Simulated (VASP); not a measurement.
**C: single point with PBE+D3(BJ)**

The system is C, a slab with vacuum.

```
C
1.0
     2.46571    0.00000    0.00000
    -1.23285    2.13536    0.00000
     0.00000    0.00000   26.00000
C
2
Direct
  0.00000 0.00000 0.50000
  0.66667 0.33333 0.50000
```

- Program: VASP 6.6.1
- Task: single point
- Functional: PBE
- Dispersion: D3(BJ)
- Potentials or basis: VASP PAW PBE potentials, release 64 (C)
- Cutoff: 520 eV
- k mesh: 21 × 21 × 1
- Occupations: gaussian, width 0.1 eV
- Spin: no spin polarisation

The band gap on the k mesh is zero (filled and empty bands touch) and the dispersion energy per atom is -0.089 eV.

Levels at points of the mesh, in eV from the Fermi level:
```csv
k point,band 1,band 2,band 3,band 4,band 5,band 6,band 7,band 8,band 9
"(0.00, 0.00, 0.00)",-19.53,-7.62,-3.05,-3.05,3.26,4.03,4.30,4.76,5.05
```

It took 100 s on 1 thread of Intel(R) Xeon(R) 6975P-C (Granite Rapids) (shared host), peak memory 0.26 GiB.
